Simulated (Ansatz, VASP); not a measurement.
**AlRu: VASP beside Ansatz**

The input INCAR:

```
PREC = Accurate ; ENCUT = 520
EDIFF = 1E-8 ; ISMEAR = -1
SIGMA = 0.05 ; LREAL = False
LASPH = True ; NELM = 60
ALGO = Normal ; ISIF = 2
LWAVE = False ; LCHARG = False
GGA = PS ; LEFG = True
NBANDS = 16
```

KPOINTS

```
Automatic mesh
0
Gamma
  12 12 12
```

The input POSCAR:

```
AlRu
1.0
    2.9916000000     -0.0149580000     -0.0149580000
   -0.0149580000      2.9916000000     -0.0149580000
   -0.0149580000     -0.0149580000      2.9916000000
Al Ru
1 1
Direct
    0.0000000000      0.0000000000      0.0000000000
    0.5000000000      0.5000000000      0.5000000000
```

Input for Ansatz:

```yaml
crystal:
  lattice:
    - [2.9916, -0.014958, -0.014958]
    - [-0.014958, 2.9916, -0.014958]
    - [-0.014958, -0.014958, 2.9916]
  atoms:
    - { symbol: Al, position: [0.0, 0.0, 0.0] }
    - { symbol: Ru, position: [0.5, 0.5, 0.5] }
kpoints:
  mp_grid: { grid: [12, 12, 12] }
scf:
  occupations: { method: fermi_dirac, width: 0.05 }
hamiltonian:
  xc: pbesol
  pseudopotentials: { kind: paw }
output:
  forces: true
  stress: true
  eigenvalues: true
  efg: { contact_densities: true }
```

Change from the starting cell: equal xy, yz and zx shear strains of -1 %, PAW files.

Alike in both runs: task electric field gradients; functional PBEsol; k mesh 12 × 12 × 12; occupations fermi-dirac, width 0.05 eV; no spin polarisation.

|  | VASP | Ansatz |
| --- | --- | --- |
| version | VASP 6.6.1 | Ansatz 0.2.0 |
| potentials or method | VASP PAW PBE potentials, release 64 (Al, Ru_pv) | PAW with Ansatz's default frozen-core files, scalar-relativistic |
| plane-wave cutoff (eV) | 520 | 420 |
| valence electrons in the cell | 17 | 19 |

```csv
,VASP,Ansatz,Ansatz less VASP
pressure (GPa),-3.3,-3.3,-0.06
"traceless stress, the component that is largest in VASP (GPa)",1.34,1.34,-0.003
size of Vzz on the site where it differs most (V/Å²),3.2,3.6,+0.37
```

VASP's potentials were made for PBE, not for PBEsol. With one functional, cell and mesh, what is left measures potentials, basis and numerics. VASP's potentials hold 17 valence electrons a cell and Ansatz's 19, so a difference there can come from the potentials and not from the codes.
